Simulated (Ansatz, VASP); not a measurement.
## Two plane-wave programs on Zr3S2

INCAR

```
SYSTEM = Zr3S2
PREC = Accurate
ENCUT = 520
EDIFF = 1E-6
ISMEAR = -1
SIGMA = 0.1
LREAL = .FALSE.
LASPH = .TRUE.
NELM = 60
ALGO = Normal
ISIF = 2
LWAVE = .FALSE.
LCHARG = .FALSE.
GGA = PE
NBANDS = 32
```

File KPOINTS:

```
Automatic mesh
0
G
  5 5 5
  0 0 0
```

The input POSCAR:

```
Zr3S2
1.0
    2.9025380000      1.6757810000      3.4877730000
   -2.9025380000      1.6757810000      3.4877730000
    0.0000000000     -3.3515620000      3.4877730000
Zr S
3 2
Direct
    0.1811642229      0.8586182229      0.4602175543
    0.5000000000      0.1612730000      0.8387270000
    0.8387270000      0.5000000000      0.1612730000
    0.3349770000      0.3349770000      0.3349770000
    0.6650230000      0.6650230000      0.6650230000
```

Input for Ansatz:

```yaml
crystal:
  lattice:
    - [2.902538, 1.675781, 3.487773]
    - [-2.902538, 1.675781, 3.487773]
    - [0.0, -3.351562, 3.487773]
  atoms:
    - { symbol: Zr, position: [0.18116422285867506, 0.8586182228586751, 0.4602175542826499] }
    - { symbol: Zr, position: [0.5, 0.161273, 0.838727] }
    - { symbol: Zr, position: [0.838727, 0.5, 0.161273] }
    - { symbol: S, position: [0.334977, 0.334977, 0.334977] }
    - { symbol: S, position: [0.665023, 0.665023, 0.665023] }
basis:
  ecutwfc: 450.0
kpoints:
  mp_grid:
    grid: [5, 5, 5]
    shift: [0.0, 0.0, 0.0]
hamiltonian:
  xc: pbe
scf:
  max_iter: 75
  convergence:
    dr2_threshold: 1.0e-09
  occupations:
    method: fermi_dirac
    width: 0.1
output:
  forces: true
```

Alike in both runs: task single point; functional PBE; k mesh 5 × 5 × 5; occupations fermi-dirac, width 0.1 eV; no spin polarisation.

|  | VASP | Ansatz |
| --- | --- | --- |
| version | VASP 6.6.1 | Ansatz 0.2.0 |
| potentials or method | VASP PAW PBE potentials, release 64 (Zr_sv, S), cutoff 520 eV | plane waves, PAW |
| valence electrons in the cell | 48 | 48 |

```tsv
	VASP	Ansatz	Ansatz less VASP
rms of the force components (eV/Å)	0.570	0.569	-0.0008
```

Atom by atom the forces differ by 0.002 eV/Å (rms over components). The functional is the same, so the differences come from potentials, cutoffs and numerics.
